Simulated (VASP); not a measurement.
Write the native input for VASP 6.6.1 that does the following.

* Task: single point
* Functional: r2SCAN
* Potentials or basis: VASP PAW PBE potentials, release 64 (Ti_sv, O)
* Cutoff: 520 eV
* k mesh: 8 × 8 × 8
* Occupations: gaussian, width 0.02 eV
* Spin: no spin polarisation
* Dipole correction: no
* Further INCAR settings: ALGO = Normal; EDIFF = 1e-07; NBANDS = 33

The system is TiO2 (Anatase).

```
Ti O
1.0
    -1.88010    1.88010    4.69192
     1.88010   -1.88010    4.69192
     1.88010    1.88010   -4.69192
Ti O
2 4
Direct
  0.00000 0.00000 0.00000
  0.75000 0.25000 0.50000
  0.20989 0.20989 0.00000
  0.95989 0.45989 0.50000
  0.54011 0.04011 0.50000
  0.79011 0.79011 0.00000
```

This cell differs from its parent crystal: volume scaled by 0.97, then relaxed in part.

One way to write it, as run:

POSCAR

```
TiO2
1.0
   -1.8800984026      1.8800984026      4.6919161165
    1.8800984026     -1.8800984026      4.6919161165
    1.8800984026      1.8800984026     -4.6919161165
Ti O
2 4
Direct
    0.0000000000      0.0000000000      0.0000000000
    0.7500000000      0.2500000000      0.5000000000
    0.2098898596      0.2098898596      0.0000000000
    0.9598898596      0.4598898596      0.5000000000
    0.5401101404      0.0401101404      0.5000000000
    0.7901101404      0.7901101404      0.0000000000
```

INCAR.step1

```
  PREC = Accurate
  ENCUT = 520
  ISMEAR = 0
  SIGMA = 0.02
  LREAL = False
  LASPH = True
  NELM = 80
  NBANDS = 33
  GGA = PE
  ALGO = Normal
  EDIFF = 1E-4
  LWAVE = True
  LCHARG = False
```

INCAR.step2

```
  PREC = Accurate
  ENCUT = 520
  EDIFF = 1E-7
  ISMEAR = 0
  SIGMA = 0.02
  LREAL = False
  LASPH = True
  NELM = 80
  ALGO = Normal
  ISIF = 2
  LWAVE = False
  LCHARG = False
  METAGGA = R2SCAN
  LMIXTAU = True
  NBANDS = 33
  ISTART = 1
```

KPOINTS

```
Automatic mesh
0
Gamma
  8 8 8
```

Potentials or basis: VASP PAW PBE potentials, release 64 (Ti_sv, O).

The run is started by

```console
$ cat potpaw_PBE.64/Ti_sv/POTCAR potpaw_PBE.64/O/POTCAR > POTCAR
$ cp INCAR.step1 INCAR
$ mpirun -np 1 vasp_std > vasp.out
$ cp INCAR.step2 INCAR
$ mpirun -np 1 vasp_std > vasp.out
```

Results of the run:

* Pressure: 7.3 GPa
* Largest force: 0.030 eV/Å
* Band gap on the k mesh: 2.56 eV, indirect (least direct gap 2.93 eV)

Caveat: the PAW data sets were made with another functional, which shifts forces and pressure a little.

Run time: 8.3 min on 1 thread of Intel(R) Xeon(R) 6975P-C (Granite Rapids), with other jobs on the host, peak memory 0.31 GiB.
